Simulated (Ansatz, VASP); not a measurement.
Two plane-wave programs on BP

File INCAR:

```
SYSTEM = BP
PREC     = Accurate       ! precision mode
ENCUT    = 520            ! plane-wave cutoff, eV
EDIFF    = 1E-6           ! SCF threshold, eV
ISMEAR   = -1             ! smearing method
SIGMA    = 0.02           ! smearing width, eV
LREAL    = .False.        ! projectors in reciprocal space
LASPH    = .True.         ! aspherical terms in the spheres
NELM     = 80             ! most SCF steps
ALGO     = Normal         ! electronic algorithm
ISIF     = 2              ! what is computed and relaxed
LWAVE    = .False.        ! write WAVECAR
LCHARG   = .True.         ! write CHGCAR
GGA      = PE             ! functional
LELF     = .True.         ! ELF
LVHAR    = .True.       
NBANDS   = 11             ! bands
```

KPOINTS

```
regular mesh
0
Gamma
  10 10 10
  0 0 0
```

Contents of POSCAR:

```
BP
1.0
    0.0000000000      2.3987436943      2.2683155501
    2.3987436943      0.0000000000      2.2683155501
    2.3987436943      2.3987436943      0.0000000000
B P
1 1
Direct
    0.0000000000      0.0000000000      0.0000000000
    0.2500000000      0.2500000000      0.2500000000
```

Input for Ansatz:

```yaml
crystal:
  lattice:
    - [0.0, 2.3987436943, 2.2683155501]
    - [2.3987436943, 0.0, 2.2683155501]
    - [2.3987436943, 2.3987436943, 0.0]
  atoms:
    - { symbol: B, position: [0.0, 0.0, 0.0] }
    - { symbol: P, position: [0.25, 0.25, 0.25] }
kpoints:
  mp_grid: { grid: [10, 10, 10] }
  band_path:
    path:
      - [0.0, 0.0, 0.0]
      - [-0.5, -0.5, 0.0]
      - [-0.375, -0.375, 0.25]
      - [-0.375, 0.0, 0.375]
      - [0.0, 0.0, 0.5]
      - [-0.5, -0.25, 0.25]
      - [0.401042, 0.401042, 0.0]
    npoints: 1
hamiltonian:
  xc: pbe
scf:
  occupations: { method: fermi_dirac, width: 0.02 }
  n_extra_bands: 4
output:
  forces: true
  stress: true
  eigenvalues: true
```

Change from the starting cell: biaxial_xy strain +5.8%.

Alike in both runs: task single point; functional PBE; k mesh 10 × 10 × 10; occupations fermi-dirac, width 0.02 eV; no spin polarisation.

|  | VASP | Ansatz |
| --- | --- | --- |
| version | VASP 6.6.1 | Ansatz 0.2.0 |
| potentials or method | VASP PAW PBE potentials, release 64 (B, P) | plane waves, PAW |
| plane-wave cutoff (eV) | 520 | 420 |
| valence electrons in the cell | 8 | 8 |

```csv
,VASP,Ansatz,Ansatz less VASP
pressure (GPa),-13.9,-13.8,+0.16
"traceless stress, the component that is largest in VASP (GPa)",8.38,8.37,-0.010
```
